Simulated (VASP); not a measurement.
# Al5Cl2 (P6/mmm) in VASP: further runs, part 2 of 2

VASP 6.6.1. Earlier steps stand in the parts before.

## 4. Single point, PBE

This run uses another cell than the first one, of 20.34 Å³/atom.

File INCAR:

```
ALGO = Normal ; EDIFF = 1E-6
ENCUT = 520 ; GGA = PE
ISIF = 2 ; ISMEAR = 0
LASPH = T ; LCHARG = F
LREAL = F ; LWAVE = F
NBANDS = 24 ; NELM = 100
PREC = Accurate ; SIGMA = 0.1
```

File KPOINTS:

```
k-points
0
Gamma
  6 6 4
```

File POSCAR:

```
Al5Cl2
1.0
    5.5471153526      0.0000000000      0.0000000000
   -2.7735576763      4.8039428131      0.0000000000
    0.0000000000      0.0000000000      5.3436249790
Al Cl
5 2
Direct
    0.0000000000      0.0000000000      0.0000000000
    0.0000000000      0.0000000000      0.5000000000
    0.5000000000      0.0000000000      0.5000000000
    0.0000000000      0.5000000000      0.5000000000
    0.5000000000      0.5000000000      0.5000000000
    0.3333333333      0.6666666667      0.0000000000
    0.6666666667      0.3333333333      0.0000000000
```

Potentials or basis: VASP PAW PBE potentials, release 64 (Al, Cl).

Run with:

```sh
> cat potpaw_PBE.64/Al/POTCAR potpaw_PBE.64/Cl/POTCAR > POTCAR
> mpirun -np 1 vasp_std > vasp.out
```

OUTCAR:

```text
EDIFF = 1E-6
   ENCUT = 520
   GGA = PE
   ISIF = 2
   ISMEAR = 0
   LASPH = T
   LREAL = F
   NELM = 100
   PREC = Accurate

 ion  position               nearest neighbor table
   1  0.000  0.000  0.000-   2 2.67   2 2.67
   2  0.000  0.000  0.500-   1 2.67   1 2.67   3 2.77   3 2.77   4 2.77   4 2.77   5 2.77   5 2.77

   3  0.500  0.000  0.500-   2 2.77   2 2.77   5 2.77   5 2.77   4 2.77   4 2.77
   4  0.000  0.500  0.500-   5 2.77   5 2.77   2 2.77   2 2.77   3 2.77   3 2.77
   5  0.500  0.500  0.500-   4 2.77   4 2.77   2 2.77   3 2.77   3 2.77   2 2.77
   6  0.333  0.667  0.000-
   7  0.667  0.333  0.000-

  LATTYP: Found a hexagonal cell.
 ALAT       =     5.5471153526
 C/A-ratio  =     0.9633160011

  Lattice vectors:

 A1 = (   5.5471153526,   0.0000000000,   0.0000000000)
 A2 = (  -2.7735576763,   4.8039428131,   0.0000000000)
 A3 = (   0.0000000000,   0.0000000000,   5.3436249790)

Analysis of symmetry for initial positions (statically):
=====================================================================
 Subroutine PRICEL returns:
 Original cell was already a primitive cell.

 Routine SETGRP: Setting up the symmetry group for a
 hexagonal supercell.

 Subroutine GETGRP returns: Found 24 space group operations
 (whereof 24 operations were pure point group operations)
 out of a pool of 24 trial point group operations.

The static configuration has the point symmetry D_6h.

Analysis of symmetry for dynamics (positions and initial velocities):
=====================================================================
 Subroutine PRICEL returns:
 Original cell was already a primitive cell.

 Routine SETGRP: Setting up the symmetry group for a
 hexagonal supercell.

 Subroutine GETGRP returns: Found 24 space group operations
 (whereof 24 operations were pure point group operations)
 out of a pool of 24 trial point group operations.

The dynamic configuration has the point symmetry D_6h.

 Subroutine INISYM returns: Found 24 space group operations
 (whereof 24 operations are pure point group operations),
 and found     1 'primitive' translations

----------------------------------------------------------------------------------------

                                     Primitive cell

  volume of cell :     142.3971

  direct lattice vectors                    reciprocal lattice vectors
     5.547115353  0.000000000  0.000000000     0.180273879  0.104081172  0.000000000
    -2.773557676  4.803942813  0.000000000     0.000000000  0.208162345  0.000000000
     0.000000000  0.000000000  5.343624979     0.000000000  0.000000000  0.187138881

  length of vectors
     5.547115353  5.547115353  5.343624979     0.208162345  0.208162345  0.187138881

  position of ions in fractional coordinates (direct lattice)
     0.000000000  0.000000000  0.000000000
     0.000000000  0.000000000  0.500000000
     0.500000000  0.000000000  0.500000000
     0.000000000  0.500000000  0.500000000
     0.500000000  0.500000000  0.500000000
[... 36 lines left out ...]

 Found     21 irreducible k-points:

 Following reciprocal coordinates:
            Coordinates               Weight
  0.000000  0.000000  0.000000      1.000000
  0.166667  0.000000  0.000000      6.000000
  0.333333  0.000000  0.000000      6.000000
  0.500000  0.000000  0.000000      3.000000
  0.166667  0.166667  0.000000      6.000000
  0.333333  0.166667  0.000000     12.000000
[... 13 lines left out ...]
  0.333333  0.166667  0.500000     12.000000
  0.333333  0.333333  0.500000      2.000000
   k-points           NKPTS =     21   k-points in BZ     NKDIM =     21   number of bands    NBANDS=     24
   number of dos      NEDOS =    301   number of ions     NIONS =      7
   total plane-waves  NPLWV =  70560
   dimension x,y,z NGX =    42 NGY =   42 NGZ =   40
   dimension x,y,z NGXF=    84 NGYF=   84 NGZF=   80
   ions per type =               5   2
   NGX,Y,Z   is equivalent  to a cutoff of  12.59, 12.59, 12.44 a.u.
   NGXF,Y,Z  is equivalent  to a cutoff of  25.17, 25.17, 24.89 a.u.
 SYSTEM =  unknown system
   PREC   = accura    normal or accurate (medium, high low for compatibility)
   ISTART =      0    job   : 0-new  1-cont  2-samecut
   ICHARG =      2    charge: 1-file 2-atom 10-const
   ISPIN  =      1    spin polarized calculation?
   LNONCOLLINEAR =      F non collinear calculations
   LSORBIT =      F    spin-orbit coupling
   LASPH  =      T    aspherical Exc in radial PAW
   ENCUT  =  520.0 eV  38.22 Ry    6.18 a.u.  10.31 10.31  9.94*2*pi/ulx,y,z
   NELM   =    100;   NELMIN=  2; NELMDL= -5     # of ELM steps
   EDIFF  = 0.1E-05   stopping-criterion for ELM
   LREAL  =      F    real-space projection
   EDIFFG = 0.1E-04   stopping-criterion for IOM
   NSW    =      0    number of steps for IOM
   IBRION =     -1    ionic relax: 0-MD 1-quasi-New 2-CG
   NFREE  =      0    steps in history (QN), initial steepest desc. (CG)
   ISIF   =      2    stress and relaxation
   ISYM   =      2    0-nonsym 1-usesym 2-fastsym
   POTIM  = 0.5000    time-step for ionic-motion
   TEBEG  =    0.0;   TEEND  =   0.0 temperature during run
   PSTRESS=    0.0 pullay stress
   NELECT =      29.0000    total number of electrons
   NUPDOWN=      -1.0000    fix difference up-down
   EMIN   =  10.00;   EMAX   =-10.00  energy-range for DOS
   EFERMI =   0.00;   METHOD = LEGACY
   ISMEAR =     0;   SIGMA  =   0.10  broadening in eV -4-tet -1-fermi 0-gaus
   EFERMI_NEDOS =   21; number of points for ismear=-14 and -15
   IALGO  =     38    algorithm
   IMIX   =      4    mixing-type and parameters
     AMIX     =   0.40;   BMIX     =  1.00
     AMIX_MAG =   1.60;   BMIX_MAG =  1.00
  volume/ion in A,a.u.               =      20.34       137.28
  Fermi-wavevector in a.u.,A,eV,Ry     =   0.963179  1.820145 12.622322  0.927714
  Thomas-Fermi vector in A             =   2.092702
   LORBIT       =      0    0 simple, 1 ext, 2 COOP (PROOUT), +10 PAW based schemes
   GGA     = PE    functional components
   LHFCALC =     F    Hartree Fock is set to
   AEXX    =    0.0000 exact exchange contribution
   IVDW    =     0    specifies the selected vdW correction
   LEPSILON=     F    determine dielectric tensor
   LRPA    =     F    only Hartree local field effects (RPA)
 non-spin polarized calculation
 Gauss-broadening in eV      SIGMA  =   0.10
  energy-cutoff  :      520.00
  volume of cell :      142.40
 maximum number of plane-waves:      3852
 NGX is ok and might be reduce to    42
   NGX = 21   NGY = 21   NGZ = 19

 number of electron      28.9999999 magnetization

 Free energy of the ion-electron system (eV)
  ---------------------------------------------------
  ext. energy  EPLUGINS =         0.00000000
  ---------------------------------------------------
  free energy    TOTEN  =       -22.97092579 eV

  energy without entropy =      -22.95531606  energy(sigma->0) =      -22.96312092

 E-fermi :   5.7996     XC(G=0):  -9.4129

 val. band max:        5.7689029430   @ k =   0.3333   0.0000   0.5000
 cond. band min:       5.8050353738   @ k =   0.1667   0.1667   0.2500
 fundamental gap:      0.0361324308
 Fermi energy:         5.7996095567

 k-point     1 :       0.0000    0.0000    0.0000
  band No.  band energies     occupation
      1     -10.5939      2.00000
      2      -9.6882      2.00000
      3      -2.9196      2.00000
      4      -0.2109      2.00000
      5       0.3136      2.00000
      6       0.3136      2.00000
[... 556 lines left out ...]
     23      10.6784      0.00000
     24      10.6784      0.00000

------------------------ aborting loop because EDIFF is reached ----------------------------------------

  FORCE on cell =-STRESS in cart. coord.  units (eV):
  Direction    XX          YY          ZZ          XY          YZ          ZX
  --------------------------------------------------------------------------------------
  -------------------------------------------------------------------------------------
  Total        0.0654683      0.0654683     -0.1847907     -0.0000000     -0.0000000      0.0000000
  in kB        0.7366147      0.7366147     -2.0791686     -0.0000000     -0.0000000      0.0000000
  external PRESSURE =      -0.2019797 kB  Pullay stress =       0.0000000 kB

 VOLUME and BASIS-vectors are now :
 -----------------------------------------------------------------------------
  energy-cutoff  :      520.00
  volume of cell :      142.40
      direct lattice vectors                 reciprocal lattice vectors
     5.547115353  0.000000000  0.000000000     0.180273879  0.104081172  0.000000000
    -2.773557676  4.803942813  0.000000000     0.000000000  0.208162345  0.000000000
     0.000000000  0.000000000  5.343624979     0.000000000  0.000000000  0.187138881

 POSITION                                       TOTAL-FORCE (eV/Angst)
 -----------------------------------------------------------------------------------
      0.00000      0.00000      0.00000         0.000000      0.000000      0.000000
      0.00000      0.00000      2.67181         0.000000      0.000000      0.000000
      2.77356      0.00000      2.67181         0.000000      0.000000      0.000000
     -1.38678      2.40197      2.67181         0.000000      0.000000      0.000000
      1.38678      2.40197      2.67181         0.000000      0.000000      0.000000
     -0.00000      3.20263      0.00000        -0.000000      0.000000      0.000000
      2.77356      1.60131      0.00000         0.000000     -0.000000      0.000000
 -----------------------------------------------------------------------------------
    total drift:                               -0.000000      0.000000      0.000000

  FREE ENERGIE OF THE ION-ELECTRON SYSTEM (eV)
  ---------------------------------------------------
  free  energy   TOTEN  =       -22.9709257854 eV

  energy  without entropy=      -22.9553160587  energy(sigma->0) =      -22.96312092
```

stdout:

```text
POSCAR found type information on POSCAR AlCl
 POSCAR found :  2 types and       7 ions
 scaLAPACK will be used
 LDA part: xc-table for (Slater+PW92), standard interpolation
 POSCAR, INCAR and KPOINTS ok, starting setup
 FFT: planning ... GRIDC
 FFT: planning ... GRID_SOFT
 FFT: planning ... GRID
 WAVECAR not read
 entering main loop
```

It took 29 s on 1 thread of AMD EPYC 9R45 (Zen 5), shared host; peak memory 0.23 GiB.

What came out:

| Item | Value |
| --- | --- |
| Free energy | -22.9709 eV |
| Pressure | 0.0 GPa |
| Band gap on the k mesh | zero (an odd number of electrons rules out a gap without spin polarisation) |

Stress tensor (GPa, compression positive):
```
 0.07  0.00  0.00
 0.00  0.07  0.00
 0.00  0.00 -0.21
```

Levels at points of the mesh, in eV from the Fermi level:
```tsv
k point	band 12	band 13	band 14	band 15	band 16	band 17
(0.00, 0.00, 0.00)	-2.15	-2.15	-1.43	-1.24	-1.24	-0.36
(0.50, 0.00, 0.00)	-3.06	-2.10	-1.59	0.97	1.39	1.72
(0.00, 0.00, 0.50)	-3.03	-2.26	-2.26	-1.93	-0.68	0.58
(0.50, 0.00, 0.50)	-2.93	-1.85	0.07	1.41	1.43	1.60
```

Caveat: an odd number of electrons without spin polarisation forces a metal; a magnetic or distorted state may lie lower.

## 5. Single point, PBE

This run uses another cell than the first one, of 20.32 Å³/atom.

File INCAR:

```
PREC = Accurate ; ENCUT = 520
EDIFF = 1E-6 ; ISMEAR = 0
SIGMA = 0.2 ; LREAL = F
LASPH = T ; NELM = 80
ALGO = Normal ; ISIF = 2
LWAVE = F ; LCHARG = T
GGA = PE ; LELF = T
LVHAR = T ; NBANDS = 24
```

File KPOINTS:

```
Automatic mesh
0
Gamma
  4 6 6
```

File POSCAR:

```
Al5Cl2
1.0
    0.0000000000      0.0000000000      5.3446098683
    5.5431324544      0.0000000000      0.0000000000
   -2.7715662272      4.8004935221      0.0000000000
Al Cl
5 2
Direct
    0.0000000000      0.0000000000      0.0000000000
    0.5000000000      0.0000000000      0.0000000000
    0.5000000000      0.5000000000      0.0000000000
    0.5000000000      0.0000000000      0.5000000000
    0.5000000000      0.5000000000      0.5000000000
    0.0000000000      0.3333333333      0.6666666667
    0.0000000000      0.6666666667      0.3333333333
```

Run with:

```sh
> cat potpaw_PBE.64/Al/POTCAR potpaw_PBE.64/Cl/POTCAR > POTCAR
> mpirun -np 1 vasp_std > vasp.out
```

Run time: 30 s. Hardware: 1 thread of AMD EPYC 9R45 (Zen 5), shared host; peak memory 0.23 GiB.

It converged, with:

- Free energy: -22.9909 eV
- Pressure: 0.0 GPa
- Band gap on the k mesh: zero (an odd number of electrons rules out a gap without spin polarisation)

Stress tensor (GPa, compression positive):
```
 0.17  0.00  0.00
 0.00  0.17  0.00
 0.00  0.00 -0.24
```

Levels at points of the mesh, in eV from the Fermi level:
| k point | band 12 | band 13 | band 14 | band 15 | band 16 | band 17 |
| --- | --- | --- | --- | --- | --- | --- |
| (0.00, 0.00, 0.00) | -2.12 | -2.12 | -1.40 | -1.21 | -1.21 | -0.33 |
| (0.50, 0.00, 0.00) | -3.00 | -2.23 | -2.23 | -1.90 | -0.65 | 0.60 |
| (0.00, 0.50, 0.00) | -3.03 | -2.07 | -1.56 | 1.01 | 1.42 | 1.75 |
| (0.50, 0.50, 0.00) | -2.89 | -1.82 | 0.10 | 1.44 | 1.46 | 1.63 |

Caveat: an odd number of electrons without spin polarisation forces a metal; a magnetic or distorted state may lie lower.

## 6. Summary

| cell | k mesh | smearing | gap on the mesh (eV) | pressure (GPa) |
| --- | --- | --- | --- | --- |
| a = 4.241, b = 4.241, c = 8.909 Å, angles 90.0, 90.0, 120.0°, 7 atoms, atomic positions A | 6 × 6 × 2 | gaussian 0.1 eV | none | 55.3 |
| a = 5.537, b = 5.537, c = 5.439 Å, angles 90.0, 90.0, 120.0°, 7 atoms, atomic positions A | 6 × 6 × 2 | gaussian 0.1 eV | none | 0.1 |
| a = 5.547, b = 5.547, c = 5.344 Å, angles 90.0, 90.0, 120.0°, 7 atoms, atomic positions A | 6 × 6 × 4 | gaussian 0.1 eV | none | 0.0 |
| a = 5.345, b = 5.543, c = 5.543 Å, angles 120.0, 90.0, 90.0°, 7 atoms, atomic positions B | 4 × 6 × 6 | gaussian 0.2 eV | none | 0.0 |

Alike in all rows: task single point; level PBE; potentials or basis VASP PAW PBE potentials, release 64 (Al, Cl); no spin polarisation; cutoff (eV) 520.

Caveats: some runs use coarse meshes; an odd number of electrons without spin polarisation forces a metal; a magnetic or distorted state may lie lower; the cell stands under pressure (at least some runs).

Absolute energies hang on the potentials; compare differences alone.
